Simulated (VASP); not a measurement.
Input of a VASP 6.6.1 run:

Contents of POSCAR:

```
Sb
1.0
   -1.8460493956      1.8460493956      1.8460493956
    1.8460493956     -1.8460493956      1.8460493956
    1.8460493956      1.8460493956     -1.8460493956
Sb
1
Direct
    0.0000000000      0.0000000000      0.0000000000
```

The input INCAR.step1:

```
ALGO = Normal ; EDIFF = 1E-4
ENCUT = 520 ; GGA = PE
ISMEAR = -1 ; LASPH = T
LCHARG = F ; LREAL = F
LWAVE = T ; NBANDS = 8
NELM = 80 ; PREC = Accurate
SIGMA = 0.05
```

File INCAR.step2:

```
ALGO = Normal ; EDIFF = 1E-7
ENCUT = 520 ; ISIF = 2
ISMEAR = -1 ; ISTART = 1
LASPH = T ; LCHARG = T
LELF = T ; LMIXTAU = T
LREAL = F ; LVHAR = T
LWAVE = F ; METAGGA = R2SCAN
NBANDS = 8 ; NELM = 80
PREC = Accurate ; SIGMA = 0.05
```

The input KPOINTS:

```
k-points
0
Gamma
  10 10 10
```

Potentials or basis: VASP PAW PBE potentials, release 64 (Sb).

Launch:

```sh
$ cat potpaw_PBE.64/Sb/POTCAR > POTCAR
$ cp INCAR.step1 INCAR
$ mpirun -np 1 vasp_std > vasp.out
$ cp INCAR.step2 INCAR
$ mpirun -np 1 vasp_std > vasp.out
```

Q: Estimate the pressure.

A: 5.6 GPa.

Caveat: the PAW data sets were made with another functional, which shifts forces and pressure a little.
